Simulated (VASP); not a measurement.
# C (R-3m) in VASP: single point with PBE

Aim: the single point of C with PBE.

Everything below comes from runs of VASP 6.6.1. Logs are shortened: lines on timing, memory, paths and dates and some standing lists are left out, and cuts for length are marked.

**1. The cell of the first run**

The structure is trigonal, space group R-3m (No. 166). Conventional cell: a = 2.467 Å, b = 2.467 Å, c = 52.849 Å, α = 90.00°, β = 90.00°, γ = 120.00°. C (site symmetry 3m) has 3 C at 1.42 Å within 1.9 Å. C (site symmetry 3m) has 3 C at 1.42 Å within 1.9 Å. Within 1.9 Å of C (site symmetry 3m) lie 3 C at 1.42 Å. C (site symmetry 3m) has 3 C at 1.42 Å within 1.9 Å.

**2. Single point, PBE**

Contents of INCAR:

```
SYSTEM = C
  ALGO = Normal
  EDIFF = 1E-6
  ENCUT = 520
  GGA = PE
  ISIF = 2
  ISMEAR = 0
  ISYM = 0
  LASPH = .TRUE.
  LCHARG = .TRUE.
  LELF = .TRUE.
  LREAL = .FALSE.
  LVHAR = .TRUE.
  LWAVE = .FALSE.
  NBANDS = 26
  NELM = 80
  PREC = Accurate
  SIGMA = 0.1
```

Contents of KPOINTS:

```
k-points
0
G
  15 15 2
  0 0 0
```

Contents of POSCAR:

```
C
1.0
    2.4665679910      0.0000000000      0.0000000000
   -1.2332839955      2.1361105404      0.0000000000
    1.2332839955      0.7120368468     17.6162424641
C
8
Direct
    0.5811263815      0.7905631907      0.6283104278
    0.4188736185      0.2094368093      0.3716895722
    0.7522077115      0.8761038558      0.3716884327
    0.2477922885      0.1238961442      0.6283115673
    0.9177025870      0.9588512935      0.1234461195
    0.0822974130      0.0411487065      0.8765538805
    0.2510371703      0.6255185852      0.1234442445
    0.7489628297      0.3744814148      0.8765557555
```

Potentials or basis: VASP PAW PBE potentials, release 64 (C).

Launch:

```
$ cat potpaw_PBE.64/C/POTCAR > POTCAR
$ mpirun -np 1 vasp_std > vasp.out
```

OUTCAR:

```text
SYSTEM = C
   EDIFF = 1E-6
   ENCUT = 520
   GGA = PE
   ISIF = 2
   ISMEAR = 0
   ISYM = 0
   LASPH = .TRUE.
   LREAL = .FALSE.
   NELM = 80
   PREC = Accurate

 ion  position               nearest neighbor table
   1  0.581  0.791  0.628-   4 1.42   4 1.42   4 1.42
   2  0.419  0.209  0.372-   3 1.42   3 1.42   3 1.42
   3  0.752  0.876  0.372-   2 1.42   2 1.42   2 1.42
   4  0.248  0.124  0.628-   1 1.42   1 1.42   1 1.42
   5  0.918  0.959  0.123-   7 1.42   7 1.42   7 1.42
   6  0.082  0.041  0.877-   8 1.42   8 1.42   8 1.42
   7  0.251  0.626  0.123-   5 1.42   5 1.42   5 1.42
   8  0.749  0.374  0.877-   6 1.42   6 1.42   6 1.42

IMPORTANT INFORMATION: All symmetrisations will be switched off!
NOSYMM: (Re-)initialisation of all symmetry stuff for point group C_1.

----------------------------------------------------------------------------------------

                                     Primitive cell

  volume of cell :      92.8175

  direct lattice vectors                    reciprocal lattice vectors
     2.466567991  0.000000000  0.000000000     0.405421624  0.234070284 -0.037843863
    -1.233283995  2.136110540  0.000000000     0.000000000  0.468140567 -0.018921932
     1.233283995  0.712036847 17.616242464     0.000000000  0.000000000  0.056765795

  length of vectors
     2.466567991  2.466567991 17.673708848     0.469667700  0.468522817  0.056765795

  position of ions in fractional coordinates (direct lattice)
     0.581126381  0.790563191  0.628310428
     0.418873619  0.209436809  0.371689572
     0.752207711  0.876103856  0.371688433
     0.247792289  0.123896144  0.628311567
     0.917702587  0.958851293  0.123446120
     0.082297413  0.041148707  0.876553880
     0.251037170  0.625518585  0.123444244
     0.748962830  0.374481415  0.876555756

  ion indices of the primitive-cell ions
   primitive index   ion index
                 1           1
                 2           2
                 3           3
                 4           4
                 5           5
                 6           6
                 7           7
                 8           8

----------------------------------------------------------------------------------------

 KPOINTS: k-points

Automatic generation of k-mesh.
 Grid dimensions read from file:
 generate k-points for:   15   15    2

 Generating k-lattice:

  Cartesian coordinates                     Fractional coordinates (reciprocal lattice)
     0.027028108  0.015604686 -0.002522924     0.066666667  0.000000000  0.000000000
     0.000000000  0.031209371 -0.001261462     0.000000000  0.066666667  0.000000000
     0.000000000  0.000000000  0.028382897     0.000000000  0.000000000  0.500000000

  Length of vectors
     0.031311180  0.031234854  0.028382897

  Shift w.r.t. Gamma in fractional coordinates (k-lattice)
     0.000000000  0.000000000  0.000000000

 -----------------------------------------------------------------------------
|                                                                             |
|           W    W    AA    RRRRR   N    N  II  N    N   GGGG   !!!           |
|           W    W   A  A   R    R  NN   N  II  NN   N  G    G  !!!           |
|           W    W  A    A  R    R  N N  N  II  N N  N  G       !!!           |
|           W WW W  AAAAAA  RRRRR   N  N N  II  N  N N  G  GGG   !            |
|           WW  WW  A    A  R   R   N   NN  II  N   NN  G    G                |
|           W    W  A    A  R    R  N    N  II  N    N   GGGG   !!!           |
|                                                                             |
|     Your reciprocal lattice and k-lattice belong to different lattice       |
|     classes:                                                                |
|                                                                             |
|        The reciprocal lattice is rhombohedral (trigonal),                   |
|        whereas your k-lattice is base-centered monoclinic.                  |
|                                                                             |
|     Results are often still useful ...                                      |
|                                                                             |
 -----------------------------------------------------------------------------

 WARNING: IBZKPT: internal override: KBLOWUP is changed to .FALSE.
      ... skipping the blow-up phase ...

 Subroutine IBZKPT returns following result:
 ===========================================

 Found    226 irreducible k-points:

 Following reciprocal coordinates:
            Coordinates               Weight
  0.000000  0.000000  0.000000      1.000000
  0.066667  0.000000  0.000000      2.000000
  0.133333  0.000000  0.000000      2.000000
  0.200000  0.000000  0.000000      2.000000
  0.266667  0.000000  0.000000      2.000000
  0.333333  0.000000 -0.000000      2.000000
[... 16 lines left out ...]
 -0.066667  0.066667 -0.000000      2.000000
  0.000000  0.133333  0.000000      2.000000
 [... further k-points ...]
   k-points           NKPTS =    226   k-points in BZ     NKDIM =    226   number of bands    NBANDS=     26
   number of dos      NEDOS =    301   number of ions     NIONS =      8
   total plane-waves  NPLWV =  45360
   dimension x,y,z NGX =    18 NGY =   18 NGZ =  140
   dimension x,y,z NGXF=    36 NGYF=   36 NGZF=  280
   ions per type =               8
   NGX,Y,Z   is equivalent  to a cutoff of  12.13, 12.13, 13.17 a.u.
   NGXF,Y,Z  is equivalent  to a cutoff of  24.26, 24.26, 26.34 a.u.
 SYSTEM =  C
   PREC   = accura    normal or accurate (medium, high low for compatibility)
   ISTART =      0    job   : 0-new  1-cont  2-samecut
   ICHARG =      2    charge: 1-file 2-atom 10-const
   ISPIN  =      1    spin polarized calculation?
   LNONCOLLINEAR =      F non collinear calculations
   LSORBIT =      F    spin-orbit coupling
   LASPH  =      T    aspherical Exc in radial PAW
   ENCUT  =  520.0 eV  38.22 Ry    6.18 a.u.   4.59  4.59 32.86*2*pi/ulx,y,z
   NELM   =     80;   NELMIN=  2; NELMDL= -5     # of ELM steps
   EDIFF  = 0.1E-05   stopping-criterion for ELM
   LREAL  =      F    real-space projection
   EDIFFG = 0.1E-04   stopping-criterion for IOM
   NSW    =      0    number of steps for IOM
   IBRION =     -1    ionic relax: 0-MD 1-quasi-New 2-CG
   NFREE  =      0    steps in history (QN), initial steepest desc. (CG)
   ISIF   =      2    stress and relaxation
   ISYM   =      0    0-nonsym 1-usesym 2-fastsym
   POTIM  = 0.5000    time-step for ionic-motion
   TEBEG  =    0.0;   TEEND  =   0.0 temperature during run
   PSTRESS=    0.0 pullay stress
   NELECT =      32.0000    total number of electrons
   NUPDOWN=      -1.0000    fix difference up-down
   EMIN   =  10.00;   EMAX   =-10.00  energy-range for DOS
   EFERMI =   0.00;   METHOD = LEGACY
   ISMEAR =     0;   SIGMA  =   0.10  broadening in eV -4-tet -1-fermi 0-gaus
   EFERMI_NEDOS =   21; number of points for ismear=-14 and -15
   IALGO  =     38    algorithm
   IMIX   =      4    mixing-type and parameters
     AMIX     =   0.40;   BMIX     =  1.00
     AMIX_MAG =   1.60;   BMIX_MAG =  1.00
  volume/ion in A,a.u.               =      11.60        78.30
  Fermi-wavevector in a.u.,A,eV,Ry     =   1.147928  2.169270 17.928935  1.317740
  Thomas-Fermi vector in A             =   2.284606
   LORBIT       =      0    0 simple, 1 ext, 2 COOP (PROOUT), +10 PAW based schemes
   GGA     = PE    functional components
   LHFCALC =     F    Hartree Fock is set to
   AEXX    =    0.0000 exact exchange contribution
   IVDW    =     0    specifies the selected vdW correction
   LEPSILON=     F    determine dielectric tensor
   LRPA    =     F    only Hartree local field effects (RPA)
 non-spin polarized calculation
 Gauss-broadening in eV      SIGMA  =   0.10
  energy-cutoff  :      520.00
  volume of cell :       92.82
 maximum number of plane-waves:      2539
   NGX =  9   NGY =  9   NGZ = 65

 number of electron      32.0000004 magnetization

 Free energy of the ion-electron system (eV)
  ---------------------------------------------------
  ext. energy  EPLUGINS =         0.00000000
  ---------------------------------------------------
  free energy    TOTEN  =       -73.80413244 eV

  energy without entropy =      -73.80101626  energy(sigma->0) =      -73.80257435

 E-fermi :   2.5684     XC(G=0):  -8.5206

 val. band max:        2.5682541181   @ k =   0.3333   0.3333   0.0000
 cond. band min:       2.5860558798   @ k =   0.3333   0.3333   0.5000
 fundamental gap:      0.0178017617
 Fermi energy:         2.5683624372

 k-point     1 :       0.0000    0.0000    0.0000
  band No.  band energies     occupation
      1     -16.9599      2.00000
      2     -16.9478      2.00000
      3     -16.9459      2.00000
      4     -16.9335      2.00000
      5      -5.2344      2.00000
      6      -5.0556      2.00000
[... 18 lines left out ...]
     25      10.8724      0.00000
     26      10.8724      0.00000

 k-point     2 :       0.0667    0.0000    0.0000
  band No.  band energies     occupation
      1     -16.8547      2.00000
      2     -16.8431      2.00000
      3     -16.8406      2.00000
      4     -16.8287      2.00000
      5      -5.1076      2.00000
      6      -4.9371      2.00000
[... 18 lines left out ...]
     25      11.3209      0.00000
     26      11.3225      0.00000

 k-point     3 :       0.1333    0.0000    0.0000
  band No.  band energies     occupation
      1     -16.5401      2.00000
      2     -16.5295      2.00000
      3     -16.5257      2.00000
      4     -16.5149      2.00000
      5      -4.7292      2.00000
      6      -4.5744      2.00000
[... 572 lines left out ...]
 k-point    23 :      -0.0667    0.0667   -0.0000
  band No.  band energies     occupation
      1     -16.8548      2.00000
      2     -16.8429      2.00000
      3     -16.8408      2.00000
      4     -16.8287      2.00000
      5      -5.1079      2.00000
      6      -4.9323      2.00000
[... 18 lines left out ...]
     25      11.3207      0.00000
     26      11.3225      0.00000

 k-point    24 :       0.0000    0.1333    0.0000
  band No.  band energies     occupation
      1     -16.5402      2.00000
      2     -16.5289      2.00000
      3     -16.5264      2.00000
      4     -16.5148      2.00000
      5      -4.7304      2.00000
      6      -4.5628      2.00000
[... 18 lines left out ...]
     25      12.5620      0.00000
     26      12.5661      0.00000

 [... further k-points ...]

------------------------ aborting loop because EDIFF is reached ----------------------------------------

  FORCE on cell =-STRESS in cart. coord.  units (eV):
  Direction    XX          YY          ZZ          XY          YZ          ZX
  --------------------------------------------------------------------------------------
  -------------------------------------------------------------------------------------
  Total        0.3116339      0.3119155     -0.0469065     -0.0002167      0.0000024     -0.0000064
  in kB        5.3792936      5.3841532     -0.8096809     -0.0037400      0.0000410     -0.0001102
  external PRESSURE =       3.3179220 kB  Pullay stress =       0.0000000 kB

 VOLUME and BASIS-vectors are now :
 -----------------------------------------------------------------------------
  energy-cutoff  :      520.00
  volume of cell :       92.82
      direct lattice vectors                 reciprocal lattice vectors
     2.466567991  0.000000000  0.000000000     0.405421624  0.234070284 -0.037843863
    -1.233283995  2.136110540  0.000000000     0.000000000  0.468140567 -0.018921932
     1.233283995  0.712036847 17.616242464     0.000000000  0.000000000  0.056765795

 POSITION                                       TOTAL-FORCE (eV/Angst)
 -----------------------------------------------------------------------------------
      1.23328      2.13611     11.06847        -0.000012     -0.000007     -0.000446
      1.23328      0.71204      6.54777         0.000010      0.000003      0.000440
      1.23328      2.13611      6.54775         0.000032      0.000022     -0.000306
      1.23328      0.71204     11.06849        -0.000030     -0.000020      0.000300
      1.23328      2.13611      2.17466         0.000009      0.000006     -0.000435
      1.23328      0.71204     15.44159        -0.000011     -0.000004      0.000442
     -0.00000      1.42407      2.17462         0.000033      0.000018      0.000762
      2.46657      1.42407     15.44162        -0.000031     -0.000019     -0.000756
 -----------------------------------------------------------------------------------
    total drift:                               -0.000001     -0.000000     -0.000022

  FREE ENERGIE OF THE ION-ELECTRON SYSTEM (eV)
  ---------------------------------------------------
  free  energy   TOTEN  =       -73.8041324403 eV

  energy  without entropy=      -73.8010162633  energy(sigma->0) =      -73.80257435
```

Run time: 6.9 min. Hardware: 1 thread of Intel Xeon Platinum 8488C (Sapphire Rapids), shared host; peak memory 0.45 GiB.

What came out:

| Property | Result |
| --- | --- |
| Free energy | -73.8041 eV |
| Pressure | 0.3 GPa |
| Band gap on the k mesh | zero (filled and empty bands touch) |

Stress tensor (GPa, compression positive):
```
 0.54  0.00  0.00
 0.00  0.54  0.00
 0.00  0.00 -0.08
```

Levels at points of the mesh, in eV from the Fermi level:
```tsv
k point	band 12	band 13	band 14	band 15	band 16	band 17	band 18	band 19	band 20	band 21
(0.00, 0.00, 0.00)	-3.04	-3.04	-3.04	-3.04	-3.04	3.00	4.12	4.17	6.04	8.30
(0.00, 0.00, 0.50)	-3.04	-3.04	-3.04	-3.04	-3.04	3.28	3.33	5.24	5.36	8.30
```

Caveat: this functional lacks dispersion, which binds layers or chains, so the pressure and a relaxed spacing across them are unreliable.
